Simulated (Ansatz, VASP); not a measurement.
## Au in VASP and in Ansatz

```
Au
1.0
     0.00000    2.98613    2.98613
     2.98613    0.00000    2.98613
     2.98613    2.98613    0.00000
Au
2
Direct
  0.12500 0.12500 0.12500
  0.87500 0.87500 0.87500
```

Alike in both runs: task single point; functional revPBE; k mesh 14 × 14 × 14; occupations fermi-dirac, width 0.1 eV; no spin polarisation.

```csv
,VASP,Ansatz
version,VASP 6.6.1,Ansatz 0.2.0
potentials or method,"VASP PAW PBE potentials, release 64 (Au), cutoff 520 eV","plane waves (420 eV) with PAW, scalar-relativistic"
valence electrons in the cell,22,38
```

VASP gave:

```
pressure (GPa) : 8.3
```

Problem. Which values does Ansatz return?

Solution. Pressure (GPa): 8.4.

VASP's potentials were made for PBE, not for revPBE. With one functional, cell and mesh, what is left measures potentials, basis and numerics. VASP's potentials hold 22 valence electrons a cell and Ansatz's 38, so a difference there can come from the potentials and not from the codes.

Neither program's run includes spin-orbit coupling.
